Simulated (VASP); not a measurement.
Set up this calculation in VASP 6.6.1, as the native input.

| Item | Value |
| --- | --- |
| Task | single point |
| Functional | LDA |
| Potentials or basis | VASP PAW LDA potentials, release 64 (B, N) |
| Cutoff | 600 eV |
| k mesh | 10 × 10 × 10 |
| Occupations | gaussian, width 0.01 eV |
| Spin | no spin polarisation |
| Dipole correction | no |
| Further INCAR settings | ALGO = Normal; EDIFF = 1e-06; NBANDS = 11 |

The structure of BN (zinc blende) lies in POSCAR:

```
BN
1.0
    0.0000000000      1.6994276261      1.6994276261
    1.6994276261      0.0000000000      1.6994276261
    1.6994276261      1.6994276261      0.0000000000
B N
1 1
Direct
    0.0000000000      0.0000000000      0.0000000000
    0.2500000000      0.2500000000      0.2500000000
```

This cell differs from its parent crystal: volume scaled by 0.831.

One way to write it, as run:

INCAR

```
SYSTEM = BN
ALGO     = Normal         ! electronic algorithm
EDIFF    = 1E-6           ! SCF threshold, eV
ENCUT    = 600            ! plane-wave cutoff, eV
GGA_COMPAT= .FALSE.      
ISIF     = 2              ! what is computed and relaxed
ISMEAR   = 0              ! smearing method
LASPH    = .TRUE.         ! aspherical terms in the spheres
LCHARG   = .TRUE.         ! write CHGCAR
LELF     = .TRUE.         ! ELF
LREAL    = .FALSE.        ! projectors in reciprocal space
LVHAR    = .TRUE.       
LWAVE    = .FALSE.        ! write WAVECAR
NBANDS   = 11             ! bands
NELM     = 120            ! most SCF steps
PREC     = Accurate       ! precision mode
SIGMA    = 0.01           ! smearing width, eV
```

KPOINTS

```
k-points
0
G
  10 10 10
  0 0 0
```

Potentials or basis: VASP PAW LDA potentials, release 64 (B, N).

Launch:

```console
$ cat potpaw_LDA.64/B/POTCAR potpaw_LDA.64/N/POTCAR > POTCAR
$ mpirun -np 1 vasp_std > vasp.out
```

Results of the run:

The pressure is 84.7 GPa and the band gap on the k mesh is 4.54 eV, indirect (least direct gap 9.56 eV).

Run time: 11 s on 1 thread of Intel Xeon 8259CL, on a shared host, peak memory 0.12 GiB.
